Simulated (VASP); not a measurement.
Here is a VASP 6.6.1 calculation.

INCAR

```
ALGO = Normal ; EDIFF = 1E-6
ENCUT = 600 ; GGA_COMPAT = F
ISIF = 2 ; ISMEAR = 0
LASPH = T ; LCHARG = F
LREAL = F ; LWAVE = F
NBANDS = 11 ; NELM = 120
PREC = Accurate ; SIGMA = 0.1
```

Contents of KPOINTS:

```
k-points
0
Gamma
  8 8 8
```

The input POSCAR:

```
MgO
1.0
    0.0000000000      2.1245000000      2.1245000000
    2.1245000000      0.0000000000      2.1245000000
    2.1245000000      2.1245000000      0.0000000000
Mg O
1 1
Direct
    0.0000000000      0.0000000000      0.0000000000
    0.5000000000      0.5000000000      0.5000000000
```

Potentials or basis: VASP PAW LDA potentials, release 64 (Mg, O).

The run is started by

```console
$ cat potpaw_LDA.64/Mg/POTCAR potpaw_LDA.64/O/POTCAR > POTCAR
$ mpirun -np 1 vasp_std > vasp.out
```

Question: What does it give for the pressure?

Answer: -11.6 GPa.

Question: Predict the band gap on the k mesh.

Answer: 4.41 eV, direct.

As with any semilocal functional, this LDA gap is likely too small.
